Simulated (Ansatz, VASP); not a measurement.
# BAs: VASP beside Ansatz

```
CELL_PARAMETERS angstrom
0.00000 2.38850 2.38850
2.38850 0.00000 2.38850
2.38850 2.38850 0.00000
ATOMIC_POSITIONS crystal
B 0.00000 0.00000 0.00000
As 0.25000 0.25000 0.25000
```

Alike in both runs: functional PBE; k mesh 10 × 10 × 10; occupations fermi-dirac, width 0.02 eV; no spin polarisation.

Ansatz relaxed the structure, and its values are those at the end. VASP's run is a single point on that final structure, the one shown.

```csv
,VASP,Ansatz
version,VASP 6.6.1,Ansatz 0.2.0
potentials or method,"VASP PAW PBE potentials, release 64 (B, As)","plane-wave PAW, scalar-relativistic"
plane-wave cutoff (eV),520,420
valence electrons in the cell,8,18
```

```tsv
	VASP	Ansatz	Ansatz less VASP
gap on the k mesh at the Fermi level (eV)	1.18	1.18	+0.009
pressure (GPa)	3.4	2.8	-0.66
```

VASP's potentials hold 8 valence electrons a cell and Ansatz's 18, so a difference there can come from the potentials and not from the codes. Ansatz's warnings: stress scf threshold loose.
